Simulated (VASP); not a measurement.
# Mg3ZnS4 (I4/mmm) in VASP: further runs

Aim: see how the results for Mg3ZnS4 move with the level of theory and the settings. Levels: PBE, r2SCAN. Tasks: single point.

All numbers are computed with VASP 6.6.1; they aren't measurements. Logs are shortened: lines on timing, memory, paths and dates and some standing lists are left out, and cuts for length are marked.

## 1. The cell of the first run

Symmetry: I4/mmm, No. 139, tetragonal system. Conventional cell: a = 5.206 Å, b = 5.206 Å, c = 10.385 Å, α = 90.00°, β = 90.00°, γ = 90.00°. Mg (site symmetry -4m2) has 6 S at 2.60 Å within 3.4 Å. Mg (site symmetry 4/mmm) has 6 S at 2.60 to 2.64 Å within 3.4 Å. Zn (site symmetry 4/mmm) has 6 S at 2.55 to 2.60 Å within 3.4 Å. S (site symmetry mmm) has 4 Mg at 2.60 Å and 2 Zn at 2.60 Å within 3.4 Å. S (site symmetry 4mm) has 1 Zn at 2.55 Å and 5 Mg at 2.60 to 2.64 Å within 3.4 Å.

## 2. Single point, PBE

INCAR

```
SYSTEM = Mg3ZnS4
PREC = Accurate ; ENCUT = 520
EDIFF = 1E-7 ; ISMEAR = 0
SIGMA = 0.02 ; LREAL = .False.
LASPH = .True. ; NELM = 100
ALGO = Normal ; ISIF = 2
LWAVE = .False. ; LCHARG = .False.
GGA = PE ; NBANDS = 31
```

KPOINTS

```
Automatic mesh
0
Gamma
  8 8 8
  0 0 0
```

POSCAR

```
Mg3ZnS4
1.0
   -2.6032073063      2.6032073063      5.1927371682
    2.6032073063     -2.6032073063      5.1927371682
    2.6032073063      2.6032073063     -5.1927371682
Mg Zn S
3 1 4
Direct
    0.7500000000      0.2500000000      0.5000000000
    0.2500000000      0.7500000000      0.5000000000
    0.5000000000      0.5000000000      0.0000000000
    0.0000000000      0.0000000000      0.0000000000
    0.5000000000      0.0000000000      0.5000000000
    0.0000000000      0.5000000000      0.5000000000
    0.2456058986      0.2456058986      0.0000000000
    0.7543941014      0.7543941014      0.0000000000
```

Potentials or basis: VASP PAW PBE potentials, release 64 (Mg, Zn, S).

Run with:

```console
cat potpaw_PBE.64/Mg/POTCAR potpaw_PBE.64/Zn/POTCAR potpaw_PBE.64/S/POTCAR > POTCAR
mpirun -np 1 vasp_std > vasp.out
```

OUTCAR:

```text
SYSTEM = Mg3ZnS4
   PREC = Accurate
   ENCUT = 520
   EDIFF = 1E-7
   ISMEAR = 0
   LREAL = .False.
   LASPH = .True.
   NELM = 100
   ISIF = 2
   GGA = PE

 ion  position               nearest neighbor table
   1  0.750  0.250  0.500-   5 2.60   6 2.60   8 2.60   7 2.60   8 2.60   7 2.60
   2  0.250  0.750  0.500-   5 2.60   6 2.60   8 2.60   7 2.60   8 2.60   7 2.60
   3  0.500  0.500  0.000-   5 2.60   6 2.60   5 2.60   6 2.60   7 2.64   8 2.64
   4  0.000  0.000  0.000-   7 2.55   8 2.55   5 2.60   6 2.60   6 2.60   5 2.60
   5  0.500  0.000  0.500-   1 2.60   2 2.60   3 2.60   4 2.60   3 2.60   4 2.60
   6  0.000  0.500  0.500-   1 2.60   2 2.60   3 2.60   4 2.60   4 2.60   3 2.60
   7  0.246  0.246  0.000-   4 2.55   2 2.60   1 2.60   1 2.60   2 2.60   3 2.64
   8  0.754  0.754  0.000-   4 2.55   2 2.60   1 2.60   1 2.60   2 2.60   3 2.64

  LATTYP: Found a body centered tetragonal cell.
 ALAT       =     5.2064146126
 C/A-ratio  =     1.9947459258

  Lattice vectors:

 A1 = (  -2.6032073063,   2.6032073063,   5.1927371682)
 A2 = (   2.6032073063,  -2.6032073063,   5.1927371682)
 A3 = (   2.6032073063,   2.6032073063,  -5.1927371682)

Analysis of symmetry for initial positions (statically):
=====================================================================
 Subroutine PRICEL returns:
 Original cell was already a primitive cell.

 Routine SETGRP: Setting up the symmetry group for a
 body centered tetragonal supercell.

 Subroutine GETGRP returns: Found 16 space group operations
 (whereof 16 operations were pure point group operations)
 out of a pool of 16 trial point group operations.

The static configuration has the point symmetry D_4h.

Analysis of symmetry for dynamics (positions and initial velocities):
=====================================================================
 Subroutine PRICEL returns:
 Original cell was already a primitive cell.

 Routine SETGRP: Setting up the symmetry group for a
 body centered tetragonal supercell.

 Subroutine GETGRP returns: Found 16 space group operations
 (whereof 16 operations were pure point group operations)
 out of a pool of 16 trial point group operations.

The dynamic configuration has the point symmetry D_4h.

 Subroutine INISYM returns: Found 16 space group operations
 (whereof 16 operations are pure point group operations),
 and found     1 'primitive' translations

----------------------------------------------------------------------------------------

                                     Primitive cell

  volume of cell :     140.7582

  direct lattice vectors                    reciprocal lattice vectors
    -2.603207306  2.603207306  5.192737168     0.000000000  0.192070758  0.096288332
     2.603207306 -2.603207306  5.192737168     0.192070758  0.000000000  0.096288332
     2.603207306  2.603207306 -5.192737168     0.192070758  0.192070758  0.000000000

  length of vectors
     6.365366907  6.365366907  6.365366907     0.214854879  0.214854879  0.271629071

  position of ions in fractional coordinates (direct lattice)
     0.750000000  0.250000000  0.500000000
     0.250000000  0.750000000  0.500000000
     0.500000000  0.500000000  0.000000000
     0.000000000  0.000000000  0.000000000
     0.500000000  0.000000000  0.500000000
     0.000000000  0.500000000  0.500000000
     0.245605899  0.245605899  0.000000000
     0.754394101  0.754394101  0.000000000

  ion indices of the primitive-cell ions
   primitive index   ion index
                 1           1
                 2           2
                 3           3
                 4           4
                 5           5
                 6           6
                 7           7
                 8           8

----------------------------------------------------------------------------------------

 KPOINTS: Automatic mesh

Automatic generation of k-mesh.
 Grid dimensions read from file:
 generate k-points for:    8    8    8

 Generating k-lattice:

  Cartesian coordinates                     Fractional coordinates (reciprocal lattice)
     0.000000000  0.024008845  0.012036041     0.125000000  0.000000000  0.000000000
     0.024008845  0.000000000  0.012036041     0.000000000  0.125000000  0.000000000
     0.024008845  0.024008845  0.000000000     0.000000000  0.000000000  0.125000000

  Length of vectors
     0.026856860  0.026856860  0.033953634

  Shift w.r.t. Gamma in fractional coordinates (k-lattice)
     0.000000000  0.000000000  0.000000000

 Subroutine IBZKPT returns following result:
 ===========================================

 Found     59 irreducible k-points:

 Following reciprocal coordinates:
            Coordinates               Weight
  0.000000  0.000000  0.000000      1.000000
  0.125000 -0.000000  0.000000      8.000000
  0.250000 -0.000000  0.000000      8.000000
  0.375000 -0.000000  0.000000      8.000000
  0.500000 -0.000000  0.000000      4.000000
  0.125000  0.125000  0.000000      8.000000
[... 16 lines left out ...]
  0.250000  0.125000  0.125000     16.000000
  0.375000  0.125000  0.125000      8.000000
 [... further k-points ...]
   k-points           NKPTS =     59   k-points in BZ     NKDIM =     59   number of bands    NBANDS=     31
   number of dos      NEDOS =    301   number of ions     NIONS =      8
   total plane-waves  NPLWV = 110592
   dimension x,y,z NGX =    48 NGY =   48 NGZ =   48
   dimension x,y,z NGXF=    96 NGYF=   96 NGZF=   96
   ions per type =               3   1   4
   NGX,Y,Z   is equivalent  to a cutoff of  12.54, 12.54, 12.54 a.u.
   NGXF,Y,Z  is equivalent  to a cutoff of  25.07, 25.07, 25.07 a.u.
 SYSTEM =  Mg3ZnS4
   PREC   = accura    normal or accurate (medium, high low for compatibility)
   ISTART =      0    job   : 0-new  1-cont  2-samecut
   ICHARG =      2    charge: 1-file 2-atom 10-const
   ISPIN  =      1    spin polarized calculation?
   LNONCOLLINEAR =      F non collinear calculations
   LSORBIT =      F    spin-orbit coupling
   LASPH  =      T    aspherical Exc in radial PAW
   ENCUT  =  520.0 eV  38.22 Ry    6.18 a.u.  11.84 11.84 11.84*2*pi/ulx,y,z
   NELM   =    100;   NELMIN=  2; NELMDL= -5     # of ELM steps
   EDIFF  = 0.1E-06   stopping-criterion for ELM
   LREAL  =      F    real-space projection
   EDIFFG = 0.1E-05   stopping-criterion for IOM
   NSW    =      0    number of steps for IOM
   IBRION =     -1    ionic relax: 0-MD 1-quasi-New 2-CG
   NFREE  =      0    steps in history (QN), initial steepest desc. (CG)
   ISIF   =      2    stress and relaxation
   ISYM   =      2    0-nonsym 1-usesym 2-fastsym
   POTIM  = 0.5000    time-step for ionic-motion
   TEBEG  =    0.0;   TEEND  =   0.0 temperature during run
   PSTRESS=    0.0 pullay stress
   NELECT =      42.0000    total number of electrons
   NUPDOWN=      -1.0000    fix difference up-down
   EMIN   =  10.00;   EMAX   =-10.00  energy-range for DOS
   EFERMI =   0.00;   METHOD = LEGACY
   ISMEAR =     0;   SIGMA  =   0.02  broadening in eV -4-tet -1-fermi 0-gaus
   EFERMI_NEDOS =   21; number of points for ismear=-14 and -15
   IALGO  =     38    algorithm
   IMIX   =      4    mixing-type and parameters
     AMIX     =   0.40;   BMIX     =  1.00
     AMIX_MAG =   1.60;   BMIX_MAG =  1.00
  volume/ion in A,a.u.               =      17.59       118.74
  Fermi-wavevector in a.u.,A,eV,Ry     =   1.093956  2.067278 16.282642  1.196740
  Thomas-Fermi vector in A             =   2.230252
   LORBIT       =      0    0 simple, 1 ext, 2 COOP (PROOUT), +10 PAW based schemes
   GGA     = PE    functional components
   LHFCALC =     F    Hartree Fock is set to
   AEXX    =    0.0000 exact exchange contribution
   IVDW    =     0    specifies the selected vdW correction
   LEPSILON=     F    determine dielectric tensor
   LRPA    =     F    only Hartree local field effects (RPA)
 non-spin polarized calculation
 Gauss-broadening in eV      SIGMA  =   0.02
  energy-cutoff  :      520.00
  volume of cell :      140.76
 maximum number of plane-waves:      3828
   NGX = 23   NGY = 23   NGZ = 23

 number of electron      41.9999991 magnetization

 Free energy of the ion-electron system (eV)
  ---------------------------------------------------
  ext. energy  EPLUGINS =         0.00000000
  ---------------------------------------------------
  free energy    TOTEN  =       -31.67574890 eV

  energy without entropy =      -31.67574890  energy(sigma->0) =      -31.67574890

 E-fermi :   3.8770     XC(G=0):  -9.8937

 val. band max:        3.7286677408   @ k =   0.5000   0.5000   0.0000
 cond. band min:       4.6688914829   @ k =   0.5000   0.5000   0.5000
 fundamental gap:      0.9402237421
 Fermi energy:         3.8769760758

 k-point     1 :       0.0000    0.0000    0.0000
  band No.  band energies     occupation
      1      -9.2310      2.00000
      2      -7.5522      2.00000
      3      -7.5235      2.00000
      4      -7.4699      2.00000
      5      -2.2298      2.00000
      6      -2.2298      2.00000
[... 23 lines left out ...]
     30      11.5137      0.00000
     31      11.5138      0.00000

 k-point     2 :       0.1250   -0.0000    0.0000
  band No.  band energies     occupation
      1      -9.1658      2.00000
      2      -7.5636      2.00000
      3      -7.5553      2.00000
      4      -7.5071      2.00000
      5      -2.2494      2.00000
      6      -2.2303      2.00000
[... 23 lines left out ...]
     30      11.5605      0.00000
     31      11.7779      0.00000

 k-point     3 :       0.2500   -0.0000    0.0000
  band No.  band energies     occupation
      1      -8.9771      2.00000
      2      -7.7014      2.00000
      3      -7.5871      2.00000
      4      -7.5694      2.00000
      5      -2.3102      2.00000
      6      -2.2470      2.00000
[... 703 lines left out ...]
     30      11.3816      0.00000
     31      11.4490      0.00000

 k-point    24 :       0.3750    0.1250    0.1250
  band No.  band energies     occupation
      1      -8.2468      2.00000
      2      -8.1670      2.00000
      3      -7.6986      2.00000
      4      -7.6903      2.00000
      5      -2.4677      2.00000
      6      -2.3221      2.00000
[... 23 lines left out ...]
     30      11.4238      0.00000
     31      11.5227      0.00000

 [... further k-points ...]
[... 5 lines left out ...]
  --------------------------------------------------------------------------------------
  -------------------------------------------------------------------------------------
  Total       -0.2043831     -0.2043831     -0.1801253      0.0000000     -0.0000000      0.0000000
  in kB       -2.3263856     -2.3263856     -2.0502724      0.0000000     -0.0000000      0.0000000
  external PRESSURE =      -2.2343479 kB  Pullay stress =       0.0000000 kB

 VOLUME and BASIS-vectors are now :
 -----------------------------------------------------------------------------
  energy-cutoff  :      520.00
  volume of cell :      140.76
      direct lattice vectors                 reciprocal lattice vectors
    -2.603207306  2.603207306  5.192737168     0.000000000  0.192070758  0.096288332
     2.603207306 -2.603207306  5.192737168     0.192070758  0.000000000  0.096288332
     2.603207306  2.603207306 -5.192737168     0.192070758  0.192070758  0.000000000

 POSITION                                       TOTAL-FORCE (eV/Angst)
 -----------------------------------------------------------------------------------
      0.00000      2.60321      2.59637         0.000000      0.000000      0.000000
      2.60321      0.00000      2.59637         0.000000      0.000000     -0.000000
      0.00000      0.00000      5.19274         0.000000      0.000000     -0.000000
      0.00000      0.00000      0.00000         0.000000      0.000000     -0.000000
      0.00000      2.60321      0.00000         0.000000      0.000000      0.000000
      2.60321      0.00000      0.00000         0.000000      0.000000      0.000000
      0.00000      0.00000      2.55073        -0.000000     -0.000000      0.015787
      0.00000      0.00000      7.83474        -0.000000     -0.000000     -0.015787
 -----------------------------------------------------------------------------------
    total drift:                               -0.000000     -0.000000      0.000000

  FREE ENERGIE OF THE ION-ELECTRON SYSTEM (eV)
  ---------------------------------------------------
  free  energy   TOTEN  =       -31.6757488975 eV

  energy  without entropy=      -31.6757488975  energy(sigma->0) =      -31.67574890
```

Run time: 7.7 min. Hardware: 1 thread of Intel Xeon 8259CL, shared host; peak memory 0.48 GiB.

Results:

```
Free energy            : -31.6757 eV
Pressure               : -0.2 GPa
Largest force          : 0.016 eV/Å
Band gap on the k mesh : 0.94 eV (least direct gap 1.71 eV)
```

Forces on the atoms (eV/Å):
```
Mg   0.000  0.000  0.000
Mg   0.000  0.000  0.000
Mg   0.000  0.000  0.000
Zn   0.000  0.000  0.000
S    0.000  0.000  0.000
S    0.000  0.000  0.000
S    0.000  0.000  0.016
S    0.000  0.000 -0.016
```

[end of part 1 of 2]
